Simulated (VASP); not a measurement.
# Mg8S7 (a cell with a defect) in VASP: a series of runs

The runs below take Mg8S7 (a cell with a defect) through single point, with PBE.

Program: VASP 6.6.1. These are calculated values, not measurements. Logs are shortened: lines on timing, memory, paths and dates and some standing lists are left out, and cuts for length are marked.

### Step 1. The cell of the first run

The cell holds a defect, 15 atoms: a = 8.057 Å, b = 8.057 Å, c = 8.057 Å, α = 60.00°, β = 60.00°, γ = 60.00°.

### Step 2. Single point, PBE

INCAR

```
SYSTEM = Mg8S7
PREC = Accurate ; ENCUT = 520
EDIFF = 1E-6 ; ISMEAR = 0
SIGMA = 0.05 ; LREAL = Auto
LASPH = .TRUE. ; NELM = 80
ALGO = Normal ; ISIF = 2
LWAVE = .FALSE. ; LCHARG = .TRUE.
GGA = PE ; LELF = .TRUE.
LVHAR = .TRUE. ; NBANDS = 42
```

KPOINTS

```
Automatic mesh
0
G
  4 4 4
  0 0 0
```

POSCAR

```
Mg8S7
1.0
    0.0000000000      5.6972139931     -5.6972139931
   -5.6972139931      0.0000000000     -5.6972139931
   -5.6972139931      5.6972139931      0.0000000000
Mg S
8 7
Direct
   -0.0014681737      0.4907320496      0.0277036285
    0.4833083334      0.4980987204     -0.0026923686
   -0.0031546998      0.0053871945      0.0053871945
    0.5106496796     -0.0079592411     -0.0079592411
   -0.0235856508      0.5220313830      0.5220313830
    0.5388250299      0.4731269535      0.4731269535
   -0.0014681737      0.0277036285      0.4907320496
    0.4833083334     -0.0026923686      0.4980987204
    0.3420711426      0.3706925003      0.3706925003
    0.8588965600      0.8944190101      0.3817185913
    0.3790794066      0.8576143543      0.3678651535
    0.8588965600      0.3817185913      0.8944190101
    0.3790794066      0.3678651535      0.8576143543
    0.8866087014      0.8730580431      0.8730580431
    0.3714531353      0.8732039916      0.8732039916
```

Potentials or basis: VASP PAW PBE potentials, release 64 (Mg, S).

Command:

```sh
$ cat potpaw_PBE.64/Mg/POTCAR potpaw_PBE.64/S/POTCAR > POTCAR
$ mpirun -np 1 vasp_std > vasp.out
```

OUTCAR:

```text
SYSTEM = Mg8S7
   PREC = Accurate
   ENCUT = 520
   EDIFF = 1E-6
   ISMEAR = 0
   LREAL = Auto
   LASPH = .TRUE.
   NELM = 80
   ISIF = 2
   GGA = PE

 ion  position               nearest neighbor table
   1  0.999  0.491  0.028-  12 2.52  14 2.52  13 2.53   6 3.65
   2  0.483  0.498  0.997-   9 2.46  13 2.47  15 2.47  12 2.48
   3  0.997  0.005  0.005-  15 2.47  14 2.47  10 2.48  12 2.48
   4  0.511  0.992  0.992-  11 2.47  13 2.47  14 2.47  15 2.48
   5  0.976  0.522  0.522-   9 2.44  10 2.45  12 2.45
   6  0.539  0.473  0.473-  11 2.54  13 2.54   9 2.68   1 3.65   7 3.65
   7  0.999  0.028  0.491-  10 2.52  14 2.52  11 2.53   6 3.65
   8  0.483  0.997  0.498-   9 2.46  11 2.47  15 2.47  10 2.48
   9  0.342  0.371  0.371-   5 2.44   2 2.46   8 2.46   6 2.68
  10  0.859  0.894  0.382-   5 2.45   3 2.48   8 2.48   7 2.52
  11  0.379  0.858  0.368-   8 2.47   4 2.47   7 2.53   6 2.54
  12  0.859  0.382  0.894-   5 2.45   3 2.48   2 2.48   1 2.52
  13  0.379  0.368  0.858-   2 2.47   4 2.47   1 2.53   6 2.54
  14  0.887  0.873  0.873-   3 2.47   4 2.47   1 2.52   7 2.52
  15  0.371  0.873  0.873-   3 2.47   2 2.47   8 2.47   4 2.48

  LATTYP: Found a face centered cubic cell.
 ALAT       =    11.3944279862

  Lattice vectors:

 A1 = (   0.0000000000,   5.6972139931,  -5.6972139931)
 A2 = (  -5.6972139931,   0.0000000000,  -5.6972139931)
 A3 = (  -5.6972139931,   5.6972139931,   0.0000000000)

Analysis of symmetry for initial positions (statically):
=====================================================================
 Subroutine PRICEL returns:
 Original cell was already a primitive cell.

 Routine SETGRP: Setting up the symmetry group for a
 face centered cubic supercell.

 Subroutine GETGRP returns: Found  2 space group operations
 (whereof  2 operations were pure point group operations)
 out of a pool of 48 trial point group operations.

The static configuration has the point symmetry C_1h.

Analysis of symmetry for dynamics (positions and initial velocities):
=====================================================================
 Subroutine PRICEL returns:
 Original cell was already a primitive cell.

 Routine SETGRP: Setting up the symmetry group for a
 face centered cubic supercell.

 Subroutine GETGRP returns: Found  2 space group operations
 (whereof  2 operations were pure point group operations)
 out of a pool of 48 trial point group operations.

The dynamic configuration has the point symmetry C_1h.

 Subroutine INISYM returns: Found  2 space group operations
 (whereof  2 operations are pure point group operations),
 and found     1 'primitive' translations

----------------------------------------------------------------------------------------

                                     Primitive cell

  volume of cell :     369.8432

  direct lattice vectors                    reciprocal lattice vectors
     0.000000000  5.697213993 -5.697213993     0.087762194  0.087762194 -0.087762194
    -5.697213993  0.000000000 -5.697213993    -0.087762194 -0.087762194 -0.087762194
    -5.697213993  5.697213993  0.000000000    -0.087762194  0.087762194  0.087762194

  length of vectors
     8.057077297  8.057077297  8.057077297     0.152008579  0.152008579  0.152008579

  position of ions in fractional coordinates (direct lattice)
     0.998531826  0.490732050  0.027703628
     0.483308333  0.498098720  0.997307631
     0.996845300  0.005387195  0.005387195
     0.510649680  0.992040759  0.992040759
     0.976414349  0.522031383  0.522031383
     0.538825030  0.473126953  0.473126953
     0.998531826  0.027703628  0.490732050
     0.483308333  0.997307631  0.498098720
     0.342071143  0.370692500  0.370692500
     0.858896560  0.894419010  0.381718591
     0.379079407  0.857614354  0.367865153
     0.858896560  0.381718591  0.894419010
     0.379079407  0.367865153  0.857614354
     0.886608701  0.873058043  0.873058043
     0.371453135  0.873203992  0.873203992

  ion indices of the primitive-cell ions
   primitive index   ion index
                 1           1
                 2           2
                 3           3
                 4           4
                 5           5
                 6           6
                 7           7
                 8           8
                 9           9
                10          10
                11          11
                12          12
                13          13
                14          14
                15          15

----------------------------------------------------------------------------------------

 KPOINTS: Automatic mesh

Automatic generation of k-mesh.
 Grid dimensions read from file:
 generate k-points for:    4    4    4

 Generating k-lattice:

  Cartesian coordinates                     Fractional coordinates (reciprocal lattice)
     0.021940549  0.021940549 -0.021940549     0.250000000  0.000000000  0.000000000
    -0.021940549 -0.021940549 -0.021940549     0.000000000  0.250000000  0.000000000
    -0.021940549  0.021940549  0.021940549     0.000000000  0.000000000  0.250000000

  Length of vectors
     0.038002145  0.038002145  0.038002145

  Shift w.r.t. Gamma in fractional coordinates (k-lattice)
     0.000000000  0.000000000  0.000000000

 Subroutine IBZKPT returns following result:
 ===========================================

 Found     24 irreducible k-points:

 Following reciprocal coordinates:
            Coordinates               Weight
  0.000000  0.000000  0.000000      1.000000
  0.250000  0.000000  0.000000      2.000000
  0.000000  0.250000  0.000000      4.000000
  0.250000  0.250000  0.250000      2.000000
  0.500000  0.000000  0.000000      1.000000
  0.000000  0.500000  0.000000      2.000000
[... 16 lines left out ...]
 -0.250000  0.500000  0.250000      4.000000
  0.500000  0.250000 -0.250000      2.000000
   k-points           NKPTS =     24   k-points in BZ     NKDIM =     24   number of bands    NBANDS=     42
   number of dos      NEDOS =    301   number of ions     NIONS =     15
   total plane-waves  NPLWV = 216000
   dimension x,y,z NGX =    60 NGY =   60 NGZ =   60
   dimension x,y,z NGXF=   120 NGYF=  120 NGZF=  120
   ions per type =               8   7
   NGX,Y,Z   is equivalent  to a cutoff of  12.38, 12.38, 12.38 a.u.
   NGXF,Y,Z  is equivalent  to a cutoff of  24.76, 24.76, 24.76 a.u.
 SYSTEM =  Mg8S7
   PREC   = accura    normal or accurate (medium, high low for compatibility)
   ISTART =      0    job   : 0-new  1-cont  2-samecut
   ICHARG =      2    charge: 1-file 2-atom 10-const
   ISPIN  =      1    spin polarized calculation?
   LNONCOLLINEAR =      F non collinear calculations
   LSORBIT =      F    spin-orbit coupling
   LASPH  =      T    aspherical Exc in radial PAW
   ENCUT  =  520.0 eV  38.22 Ry    6.18 a.u.  14.98 14.98 14.98*2*pi/ulx,y,z
   NELM   =     80;   NELMIN=  2; NELMDL= -5     # of ELM steps
   EDIFF  = 0.1E-05   stopping-criterion for ELM
   LREAL  =      T    real-space projection
   EDIFFG = 0.1E-04   stopping-criterion for IOM
   NSW    =      0    number of steps for IOM
[... 5 lines left out ...]
   TEBEG  =    0.0;   TEEND  =   0.0 temperature during run
   PSTRESS=    0.0 pullay stress
   NELECT =      58.0000    total number of electrons
   NUPDOWN=      -1.0000    fix difference up-down
   EMIN   =  10.00;   EMAX   =-10.00  energy-range for DOS
   EFERMI =   0.00;   METHOD = LEGACY
   ISMEAR =     0;   SIGMA  =   0.05  broadening in eV -4-tet -1-fermi 0-gaus
   EFERMI_NEDOS =   21; number of points for ismear=-14 and -15
   IALGO  =     38    algorithm
   IMIX   =      4    mixing-type and parameters
     AMIX     =   0.40;   BMIX     =  1.00
     AMIX_MAG =   1.60;   BMIX_MAG =  1.00
  volume/ion in A,a.u.               =      24.66       166.39
  Fermi-wavevector in a.u.,A,eV,Ry     =   0.882832  1.668311 10.604288  0.779393
  Thomas-Fermi vector in A             =   2.003517
   LORBIT       =      0    0 simple, 1 ext, 2 COOP (PROOUT), +10 PAW based schemes
   GGA     = PE    functional components
   LHFCALC =     F    Hartree Fock is set to
   AEXX    =    0.0000 exact exchange contribution
   IVDW    =     0    specifies the selected vdW correction
   LEPSILON=     F    determine dielectric tensor
   LRPA    =     F    only Hartree local field effects (RPA)
 non-spin polarized calculation
 Gauss-broadening in eV      SIGMA  =   0.05
  energy-cutoff  :      520.00
  volume of cell :      369.84
 maximum number of plane-waves:      9977
   NGX = 29   NGY = 29   NGZ = 29

 number of electron      58.0000000 magnetization

 Free energy of the ion-electron system (eV)
  ---------------------------------------------------
  ext. energy  EPLUGINS =         0.00000000
  ---------------------------------------------------
  free energy    TOTEN  =       -59.14771527 eV

  energy without entropy =      -59.14771527  energy(sigma->0) =      -59.14771527

 E-fermi :   2.6647     XC(G=0):  -8.1237

 val. band max:        2.4040511538   @ k =   0.5000   0.2500  -0.2500
 cond. band min:       3.5953295296   @ k =   0.0000   0.5000   0.5000
 fundamental gap:      1.1912783759
 Fermi energy:         2.6646944943

 k-point     1 :       0.0000    0.0000    0.0000
  band No.  band energies     occupation
      1     -10.5473      2.00000
      2     -10.0044      2.00000
      3      -9.9951      2.00000
      4      -9.9451      2.00000
      5      -9.8273      2.00000
      6      -9.7581      2.00000
[... 1045 lines left out ...]
     40       7.0300      0.00000
     41       7.3878      0.00000
 [bands above 41 left out]

------------------------ aborting loop because EDIFF is reached ----------------------------------------

  FORCE on cell =-STRESS in cart. coord.  units (eV):
  Direction    XX          YY          ZZ          XY          YZ          ZX
  --------------------------------------------------------------------------------------
  -------------------------------------------------------------------------------------
  Total       -4.2810510     -4.2493287     -4.2493287     -0.2439139      0.0999900      0.2439139
  in kB      -18.5457069    -18.4082846    -18.4082846     -1.0566460      0.4331611      1.0566462
  external PRESSURE =     -18.4540920 kB  Pullay stress =       0.0000000 kB

 VOLUME and BASIS-vectors are now :
 -----------------------------------------------------------------------------
  energy-cutoff  :      520.00
  volume of cell :      369.84
      direct lattice vectors                 reciprocal lattice vectors
     0.000000000  5.697213993 -5.697213993     0.087762194  0.087762194 -0.087762194
    -5.697213993  0.000000000 -5.697213993    -0.087762194 -0.087762194 -0.087762194
    -5.697213993  5.697213993  0.000000000    -0.087762194  0.087762194  0.087762194

 POSITION                                       TOTAL-FORCE (eV/Angst)
 -----------------------------------------------------------------------------------
     -2.95364      5.84668     -8.48465         0.023501     -0.077658      0.035273
     -8.51965      8.43539     -5.59129         0.004879      0.016754     -0.032650
     -0.06138      5.70993     -5.70993         0.018705     -0.026418      0.026418
    -11.30374      8.56115     -8.56115        -0.035661     -0.023183      0.023183
     -5.94825      8.53697     -8.53697         0.178563     -0.026701      0.026701
     -5.39101      5.76531     -5.76531        -0.056114     -0.159610      0.159610
     -2.95364      8.48465     -5.84668         0.023501     -0.035273      0.077658
     -8.51965      5.59129     -8.43539         0.004879      0.032650     -0.016754
     -4.22383      4.06077     -4.06077        -0.170299      0.386183     -0.386183
     -7.27043      7.06805     -9.98901         0.084789      0.015429      0.041232
     -6.98182      4.25550     -7.04571        -0.072689     -0.029046     -0.019463
     -7.27043      9.98901     -7.06805         0.084789     -0.041232     -0.015429
     -6.98182      7.04571     -4.25550        -0.072689      0.019463      0.029046
     -9.94800     10.02520    -10.02520        -0.008437     -0.040157      0.040157
     -9.94966      7.09108     -7.09108        -0.007718     -0.011201      0.011201
 -----------------------------------------------------------------------------------
    total drift:                                0.008347      0.000191     -0.000191

  FREE ENERGIE OF THE ION-ELECTRON SYSTEM (eV)
  ---------------------------------------------------
  free  energy   TOTEN  =       -59.1477152682 eV

  energy  without entropy=      -59.1477152682  energy(sigma->0) =      -59.14771527
```

It took 5.8 min on 1 thread of AMD EPYC 9R45 (Zen 5), shared host; peak memory 0.57 GiB.

What came out:

```
Free energy            : -59.1477 eV
Pressure               : -1.8 GPa
Largest force          : 0.572 eV/Å
Band gap on the k mesh : 1.19 eV
```

Forces in eV/Å, atoms in the order of the input:
```
Mg   0.024 -0.078  0.035
Mg   0.005  0.017 -0.033
Mg   0.019 -0.026  0.026
Mg  -0.036 -0.023  0.023
Mg   0.179 -0.027  0.027
Mg  -0.056 -0.160  0.160
Mg   0.024 -0.035  0.078
Mg   0.005  0.033 -0.017
S   -0.170  0.386 -0.386
S    0.085  0.015  0.041
S   -0.073 -0.029 -0.019
S    0.085 -0.041 -0.015
S   -0.073  0.019  0.029
S   -0.008 -0.040  0.040
S   -0.008 -0.011  0.011
```

Stress tensor (GPa, compression positive):
```
-1.85 -0.11  0.11
-0.11 -1.84  0.04
 0.11  0.04 -1.84
```

### Step 3. Single point, PBE

INCAR

```
SYSTEM = Mg8S7
  ALGO = Normal
  EDIFF = 1E-6
  ENCUT = 520
  GGA = PE
  ISIF = 2
  ISMEAR = 0
  LASPH = .TRUE.
  LCHARG = .TRUE.
  LELF = .TRUE.
  LREAL = Auto
  LVHAR = .TRUE.
  LWAVE = .FALSE.
  NBANDS = 42
  NELM = 100
  PREC = Accurate
  SIGMA = 0.05
```

KPOINTS

```
k-points
0
G
  4 4 4
  0 0 0
```

POSCAR

```
Mg8S7
1.0
    0.0000000000      5.6972139931     -5.6972139931
   -5.6972139931      0.0000000000     -5.6972139931
   -5.6972139931      5.6972139931      0.0000000000
Mg S
8 7
Direct
    0.0022186283      0.4894193905      0.0319515820
    0.4742840103      0.4972476904     -0.0006356616
   -0.0048020840      0.0069039885      0.0069039885
    0.5131000878     -0.0104710829     -0.0104710829
   -0.0372482937      0.5377306353      0.5377306353
    0.5651202507      0.4689420133      0.4689420133
    0.0022186283      0.0319515820      0.4894193905
    0.4742840103     -0.0006356616      0.4972476904
    0.2881617229      0.3558477885      0.3558477885
    0.8499245431      0.9057040873      0.3838383116
    0.3817556270      0.8479440137      0.3654692456
    0.8499245431      0.3838383116      0.9057040873
    0.3817556270      0.3654692456      0.8479440137
    0.8896252635      0.8724998756      0.8724998756
    0.3696774428      0.8726081741      0.8726081741
```

Potentials or basis: VASP PAW PBE potentials, release 64 (Mg, S).

Command:

```sh
$ cat potpaw_PBE.64/Mg/POTCAR potpaw_PBE.64/S/POTCAR > POTCAR
$ mpirun -np 1 vasp_std > vasp.out
```

Wall time 6 min (1 thread of AMD EPYC 9R45 (Zen 5), shared host); peak memory 0.57 GiB.

The run converged. Its results:

- Free energy: -58.5897 eV
- Pressure: -1.7 GPa
- Largest force: 0.708 eV/Å
- Band gap on the k mesh: 1.07 eV

Forces on the atoms (eV/Å):
```
Mg   0.017 -0.100  0.062
Mg   0.037 -0.049 -0.035
Mg   0.012 -0.023  0.023
Mg  -0.029 -0.024  0.024
Mg   0.109 -0.011  0.011
Mg  -0.053 -0.051  0.051
Mg   0.017 -0.062  0.100
Mg   0.037  0.035  0.049
S   -0.165  0.487 -0.487
S    0.062 -0.013  0.053
S   -0.044 -0.057  0.024
S    0.062 -0.053  0.013
S   -0.044 -0.024  0.057
S   -0.012 -0.035  0.035
S   -0.006 -0.017  0.017
```

Stress tensor (GPa, compression positive):
```
-1.51 -0.31  0.31
-0.31 -1.87  0.07
 0.31  0.07 -1.87
```

Levels at points of the mesh, in eV from the valence-band top:
| k point | band 26 | band 27 | band 28 | band 29 | band 30 | band 31 | band 32 | band 33 |
| --- | --- | --- | --- | --- | --- | --- | --- | --- |
| (0.00, 0.00, 0.00) | -1.92 | -1.87 | -1.74 | -1.17 | 1.86 | 2.02 | 2.27 | 2.42 |
| (0.50, 0.00, 0.00) | -2.22 | -1.93 | -1.68 | -0.33 | 1.31 | 2.33 | 2.59 | 3.05 |
| (0.00, 0.50, 0.00) | -2.00 | -1.98 | -1.80 | -0.35 | 1.30 | 2.39 | 2.49 | 3.20 |
| (0.50, 0.50, 0.50) | -2.11 | -2.10 | -2.00 | -0.30 | 1.46 | 2.32 | 2.66 | 3.09 |
| (0.50, 0.50, 0.00) | -2.22 | -2.15 | -1.80 | -0.01 | 1.31 | 2.23 | 2.34 | 3.39 |
| (0.00, 0.50, 0.50) | -2.26 | -2.18 | -2.00 | -0.08 | 1.07 | 2.43 | 2.45 | 3.20 |
